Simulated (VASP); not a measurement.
Write the native input for VASP 6.6.1 that does the following.

```yaml
Task: single point
Functional: PBE
Potentials_or_basis: VASP PAW PBE potentials, release 64 (Ag, Os, Se)
Cutoff: 520 eV
k_mesh: 6 × 6 × 6
Occupations: gaussian, width 0.05 eV
Spin: collinear spin, ferromagnetic start
Starting_moments: "[0.0, 5.0, 0.0, 0.0] μB"
Hubbard_terms: Os d U = 1.0 eV
Dipole_correction: no
Further_INCAR_settings: ALGO = Normal; EDIFF = 1e-07; NBANDS = 28
```

The structure of AgOsSe2 lies in POSCAR:

```
AgOsSe2
1.0
    1.9409811400      1.1206259800      7.0465022100
   -1.9409811400      1.1206259800      7.0465022100
    0.0000000000     -2.2412519700      7.0465022100
Ag Os Se
1 1 2
Direct
    0.5000000000      0.5000000000      0.5000000000
    0.0000000000      0.0000000000      0.0000000000
    0.2667000000      0.2667000000      0.2667000000
    0.7333000000      0.7333000000      0.7333000000
```

These files were run (other wordings do the same):

INCAR

```
PREC = Accurate
ENCUT = 520
EDIFF = 1E-7
ISMEAR = 0
SIGMA = 0.05
LREAL = F
LASPH = T
NELM = 150
ALGO = Normal
ISIF = 2
LWAVE = F
LCHARG = T
ISPIN = 2
MAGMOM = 0 5 0 0
LORBIT = 11
LMAXMIX = 4
LDAU = T
LDAUTYPE = 2
LDAUL = -1 2 -1
LDAUU = 0 1 0
LDAUJ = 0 0 0
LDAUPRINT = 1
GGA = PE
LELF = T
LVHAR = T
NBANDS = 28
```

KPOINTS

```
Automatic mesh
0
Gamma
  6 6 6
```

Potentials or basis: VASP PAW PBE potentials, release 64 (Ag, Os, Se).

Run with:

```bash
$ cat potpaw_PBE.64/Ag/POTCAR potpaw_PBE.64/Os/POTCAR potpaw_PBE.64/Se/POTCAR > POTCAR
$ mpirun -np 1 vasp_std > vasp.out
```

Results of the run:

```
Pressure                                              : -9.9 GPa
Largest force                                         : 0.976 eV/Å
Band gap on the k mesh                                : zero (filled and empty bands overlap)
Net moment                                            : 1.00 μB per cell
Site moments                                          : Ag +0.00; Os +0.89; Se +0.05 μB
Valence electrons inside the program's atomic spheres : Ag 9.66; Os 6.88; Se 3.75
```

Caveat: spin-orbit coupling is left out, which moves the levels of the heavy elements; the moment fell far below its start of 5 μB, so a state of higher moment may lie lower in energy.

It took 11 min on 1 thread of AMD EPYC 7R43 64-Core Processor (Zen 3) (shared host), peak memory 0.6 GiB.
